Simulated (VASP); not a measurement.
Write the native input for VASP 6.6.1 that does the following.

- Task: single point
- Functional: PBEsol
- Potentials or basis: VASP PAW PBE potentials, release 64 (Si, N)
- Cutoff: 520 eV
- k mesh: 6 × 6 × 14
- Occupations: gaussian, width 0.1 eV
- Spin: no spin polarisation
- Dipole correction: no
- Further INCAR settings: ALGO = Normal; EDIFF = 1e-06; NBANDS = 22

The structure of Si2N lies in POSCAR:

```
Si2N
1.0
    6.3972222948      0.0000000000      0.0000000000
    0.0000000000      6.3972222948      0.0000000000
    0.0000000000      0.0000000000      2.5435356869
Si N
4 2
Direct
    0.3504132701      0.3504132701      0.0000000000
    0.6495867299      0.6495867299      0.0000000000
    0.8504132701      0.1495867299      0.5000000000
    0.1495867299      0.8504132701      0.5000000000
    0.0000000000      0.0000000000      0.0000000000
    0.5000000000      0.5000000000      0.5000000000
```

One way to write it, as run:

INCAR

```
SYSTEM = Si2N
  PREC = Accurate
  ENCUT = 520
  EDIFF = 1E-6
  ISMEAR = 0
  SIGMA = 0.1
  LREAL = .FALSE.
  LASPH = .TRUE.
  NELM = 60
  ALGO = Normal
  ISIF = 2
  LWAVE = .FALSE.
  LCHARG = .TRUE.
  GGA = PS
  LELF = .TRUE.
  LVHAR = .TRUE.
  NBANDS = 22
```

KPOINTS

```
regular mesh
0
G
  6 6 14
  0 0 0
```

Potentials or basis: VASP PAW PBE potentials, release 64 (Si, N).

Launch:

```bash
$ cat potpaw_PBE.64/Si/POTCAR potpaw_PBE.64/N/POTCAR > POTCAR
$ mpirun -np 1 vasp_std > vasp.out
```

It gave:

* Pressure: 0.1 GPa
* Largest force: 0.009 eV/Å
* Band gap on the k mesh: zero (band 13 reaches 6.14 eV, above the bottom of band 14 at 3.73 eV)

Caveat: the PAW data sets were made with another functional, which shifts forces and pressure a little.

It took 2.2 min on 1 thread of Intel(R) Xeon(R) Platinum 8259CL CPU @ 2.50GHz (Skylake/Cascade Lake), with other jobs on the host, peak memory 0.28 GiB.
